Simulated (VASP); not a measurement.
Write the native input for VASP 6.6.1 that does the following.

- Task: single point
- Functional: LDA
- Potentials or basis: VASP PAW LDA potentials, release 64 (Mg, Sn_d)
- Cutoff: 600 eV
- k mesh: 12 × 12 × 12
- Occupations: gaussian, width 0.1 eV
- Spin: no spin polarisation
- Dipole correction: no
- Further INCAR settings: ALGO = Normal; EDIFF = 1e-06; NBANDS = 16

The structure of Mg2Sn lies in POSCAR:

```
Mg2Sn
1.0
    0.0000000000      3.3322235313      3.3322235313
    3.3322235313      0.0000000000      3.3322235313
    3.3322235313      3.3322235313      0.0000000000
Mg Sn
2 1
Direct
    0.2500000000      0.2500000000      0.2500000000
    0.7500000000      0.7500000000      0.7500000000
    0.0000000000      0.0000000000      0.0000000000
```

The input as run:

INCAR

```
PREC = Accurate
ENCUT = 600
EDIFF = 1E-6
ISMEAR = 0
SIGMA = 0.1
LREAL = False
LASPH = True
NELM = 120
ALGO = Normal
ISIF = 2
LWAVE = False
LCHARG = False
GGA = CA
NBANDS = 16
GGA_COMPAT = False
```

KPOINTS

```
regular mesh
0
Gamma
  12 12 12
```

Potentials or basis: VASP PAW LDA potentials, release 64 (Mg, Sn_d).

Run with:

```console
$ cat potpaw_LDA.64/Mg/POTCAR potpaw_LDA.64/Sn_d/POTCAR > POTCAR
$ mpirun -np 1 vasp_std > vasp.out
```

It gave:

```
Pressure               : -0.3 GPa
Band gap on the k mesh : zero (bands 9 and 10 overlap by 0.12 eV)
```

Caveat: spin-orbit coupling is left out, which moves the levels of the heavy elements.

It took 3 min on 1 thread of Intel Xeon 8259CL, on a shared host, peak memory 0.27 GiB.
